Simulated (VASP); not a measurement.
Input of a VASP 6.6.1 run:

The input INCAR:

```
SYSTEM = SnO2
PREC     = Accurate       ! precision mode
ENCUT    = 520            ! plane-wave cutoff, eV
EDIFF    = 1E-6           ! SCF threshold, eV
ISMEAR   = -1             ! smearing method
SIGMA    = 0.3            ! smearing width, eV
LREAL    = Auto         
LASPH    = .TRUE.         ! aspherical terms in the spheres
NELM     = 60             ! most SCF steps
ALGO     = Normal         ! electronic algorithm
ISIF     = 2              ! what is computed and relaxed
LWAVE    = .FALSE.        ! write WAVECAR
LCHARG   = .FALSE.        ! write CHGCAR
GGA      = PS             ! functional
NBANDS   = 122            ! bands
```

Contents of KPOINTS:

```
Automatic mesh
0
G
  3 3 3
  0 0 0
```

The input POSCAR:

```
SnO2
1.0
    0.0000000000      5.9365520000      5.4164920000
    4.8879970000      0.0000000000      5.4164920000
    4.8879970000      5.9365520000      0.0000000000
Sn O
8 16
Direct
    0.4976871617      0.2738823339      0.1693667107
    0.5325968196      0.7296223437      0.2863971015
    0.0415075133      0.1952139662      0.2806660312
    0.4781202956      0.2978801121      0.6291049086
    0.9069717052      0.8364998997      0.7394216895
    0.1079922189      0.1706383044      0.7942149883
    0.5670792429      0.6552432493      0.8063779424
    0.9229196905      0.8035667512      0.2846499559
    1.0101919590      0.0977576142      0.6250333367
    0.8048154759      0.1102417234      0.1226757681
    0.3422111516      0.2422815422      0.4787704552
    0.3681584644      0.0720895781      0.1879555897
    0.0876093893      0.5031050436      0.2296286303
    0.1558574391      0.2757134005      0.9497169752
    0.6941821482      0.4113858098      0.3812906178
    0.5130272059      0.3956051710      0.9068710785
    0.4751372051      0.6023498474      0.1367668092
    0.2674437349      0.6352622970      0.5521565988
    0.7437943755      0.8544356228      0.0699102800
    0.8865249683      0.5705066308      0.7077674762
    0.4557123723      0.9638410951      0.8459186081
    0.6441541811      0.7379765411      0.5002811746
    0.1923487007      0.8530142390      0.9503011068
   -0.0482290606      0.9523382147      0.4276749073
```

Potentials or basis: VASP PAW PBE potentials, release 64 (Sn_d, O).

Run with:

```bash
$ cat potpaw_PBE.64/Sn_d/POTCAR potpaw_PBE.64/O/POTCAR > POTCAR
$ mpirun -np 1 vasp_std > vasp.out
```

Predict the band gap on the k mesh.

0.11 eV (least direct gap 0.37 eV).

Predict the pressure.

0.9 GPa.

Forces in eV/Å, atoms in the order of the input:
```
Sn   2.114  2.845 -2.549
Sn   1.560 -1.420 -3.117
Sn   2.669 -0.025  5.486
Sn   2.080  0.016 -3.068
Sn  -0.521  2.433 -0.010
Sn  -1.238 -2.038 -2.939
Sn   3.395 -0.473  1.117
Sn  -3.293 -1.186 -0.165
O    0.524  0.037 -0.528
O    0.948  0.125  1.222
O    2.061  2.692 -0.602
O    0.720  0.752 -1.305
O   -0.550  0.608 -1.013
O    1.530 -0.801  0.827
O   -2.032  1.504  1.213
O   -4.521 -4.986  0.799
O   -0.837  0.517 -0.103
O    0.687  1.341  0.132
O   -3.183  0.189  2.616
O    0.476  0.855  0.548
O   -1.155  0.098  3.690
O   -0.572 -2.300  0.593
O   -0.127 -0.381 -0.665
O   -0.735 -0.405 -2.177
```

Caveat: the stress differs along the axes, from -3 to 5 GPa; the smearing spreads over this small gap; so wide a smearing shifts energies and pressures; semilocal functionals underestimate gaps, and a narrow one can read as zero; the PAW data sets were made with another functional, which shifts forces and pressure a little; spin-orbit coupling is left out, which moves the levels of the heavy elements. A k mesh can miss the band edges.
